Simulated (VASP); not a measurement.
A run of VASP 6.6.1 is set up as follows.

File INCAR:

```
SYSTEM = HC4
ALGO = Normal
DIPOL = 0.5 0.5 0.241
EDIFF = 1E-6
ENCUT = 520
GGA = PE
GGA_COMPAT = .False.
IDIPOL = 3
ISIF = 2
ISMEAR = 0
IVDW = 12
LASPH = .True.
LCHARG = .False.
LDIPOL = .True.
LREAL = .False.
LWAVE = .False.
NBANDS = 28
NELM = 120
NELMDL = -8
PREC = Accurate
SIGMA = 0.1
```

File KPOINTS:

```
k-points
0
Gamma
  6 6 1
  0 0 0
```

The input POSCAR:

```
HC4
1.0
    4.9314379192      0.0000000000      0.0000000000
   -2.4657189596      4.2707505152      0.0000000000
    0.0000000000      0.0000000000     18.0000000000
C H
8 2
Direct
    0.1666666667      0.3333333333      0.2222222222
    0.1666666667      0.8333333333      0.2222222222
    0.6666666667      0.3333333333      0.2222222222
    0.6666666667      0.8333333333      0.2222222222
    0.3333333333      0.1666666667      0.2222222222
    0.3333333333      0.6666666667      0.2222222222
    0.8333333333      0.1666666667      0.2222222222
    0.8333333333      0.6666666667      0.2222222222
    0.1227633763      0.3772366237      0.3183333333
    0.2105699570      0.2894300430      0.3183333333
```

Potentials or basis: VASP PAW PBE potentials, release 64 (C, H).

Run with:

```sh
$ cat potpaw_PBE.64/C/POTCAR potpaw_PBE.64/H/POTCAR > POTCAR
$ mpirun -np 1 vasp_std > vasp.out
```

(1) What does it give for the largest force?

(2) Predict the dispersion energy per atom.

## Answers

(1) 2.295 eV/Å.

(2) -0.083 eV.
